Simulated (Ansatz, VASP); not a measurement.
**One calculation of Mn, two programs**

```
CELL_PARAMETERS angstrom
2.31831 0.00000 0.00000
0.00000 2.31831 0.00000
0.00000 0.00000 2.31831
ATOMIC_POSITIONS crystal
Mn 0.00000 0.00000 0.00000
```

Alike in both runs: task single point; functional r2SCAN; k mesh 16 × 16 × 16; occupations fermi-dirac, width 0.1 eV; no spin polarisation.

|  | VASP | Ansatz |
| --- | --- | --- |
| version | VASP 6.6.1 | Ansatz 0.2.0 |
| potentials or method | VASP PAW PBE potentials, release 64 (Mn_pv), cutoff 520 eV | plane waves (500 eV) with PAW, scalar-relativistic |
| valence electrons in the cell | 13 | 15 |

```csv
,VASP,Ansatz,Ansatz less VASP
pressure (GPa),-14.8,-15.0,-0.26
```

VASP's potentials were made for PBE, not for r2SCAN. VASP's potentials hold 13 valence electrons a cell and Ansatz's 15, so a difference there can come from the potentials and not from the codes.
